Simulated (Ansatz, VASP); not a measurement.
## One calculation of Hf, two programs

```
Hf
1.0
     3.19873    0.00000    0.00000
    -1.59937    2.77018    0.00000
     0.00000    0.00000    5.05050
Hf
2
Direct
  0.33333 0.66667 0.25000
  0.66667 0.33333 0.75000
```

Alike in both runs: task single point; functional r2SCAN; k mesh 11 × 11 × 6; occupations gaussian, width 0.2 eV; no spin polarisation.

|  | VASP | Ansatz |
| --- | --- | --- |
| version | VASP 6.6.1 | Ansatz 0.2.0 |
| potentials or method | VASP PAW PBE potentials, release 64 (Hf_pv), cutoff 520 eV | plane waves (500 eV) with PAW, scalar-relativistic |
| valence electrons in the cell | 20 | 52 |

```csv
,VASP,Ansatz,Ansatz less VASP
pressure (GPa),-0.6,0.0,+0.58
"traceless stress, the component that is largest in VASP (GPa)",-0.12,-0.02,+0.095
```

VASP's potentials were made for PBE, not for r2SCAN. VASP's potentials hold 20 valence electrons a cell and Ansatz's 52, so a difference there can come from the potentials and not from the codes.

Neither program's run includes spin-orbit coupling.
